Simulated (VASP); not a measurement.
Input of a VASP 6.6.1 run:

File POSCAR:

```
CeO2
1.0
    0.0000000000      2.7186832862      2.7186832862
    2.7186832862      0.0000000000      2.7186832862
    2.7186832862      2.7186832862      0.0000000000
Ce O
1 2
Direct
    0.0000000000      0.0000000000      0.0000000000
    0.2500000000      0.2500000000      0.2500000000
    0.7500000000      0.7500000000      0.7500000000
```

Contents of INCAR.step1:

```
ALGO = Normal
EDIFF = 1E-4
ENCUT = 520
GGA = PE
ISMEAR = 0
LASPH = T
LCHARG = F
LREAL = F
LWAVE = T
NBANDS = 19
NELM = 100
PREC = Accurate
SIGMA = 0.05
```

Contents of INCAR.step2:

```
ALGO = Normal
EDIFF = 1E-7
ENCUT = 520
ISIF = 2
ISMEAR = 0
ISTART = 1
LASPH = T
LCHARG = T
LELF = T
LMIXTAU = T
LREAL = F
LVHAR = T
LWAVE = F
METAGGA = R2SCAN
NBANDS = 19
NELM = 100
PREC = Accurate
SIGMA = 0.05
```

Contents of KPOINTS:

```
k-points
0
Gamma
  8 8 8
```

Potentials or basis: VASP PAW PBE potentials, release 64 (Ce, O).

Command:

```console
$ cat potpaw_PBE.64/Ce/POTCAR potpaw_PBE.64/O/POTCAR > POTCAR
$ cp INCAR.step1 INCAR
$ mpirun -np 1 vasp_std > vasp.out
$ cp INCAR.step2 INCAR
$ mpirun -np 1 vasp_std > vasp.out
```

Problem. Estimate the pressure.

Solution. -0.2 GPa.

Problem. Estimate the band gap on the k mesh.

Solution. 2.16 eV (least direct gap 2.29 eV).

Caveat: the PAW data sets were made with another functional, which shifts forces and pressure a little; spin-orbit coupling is left out, which moves the levels of the heavy elements. A k mesh can miss the band edges.
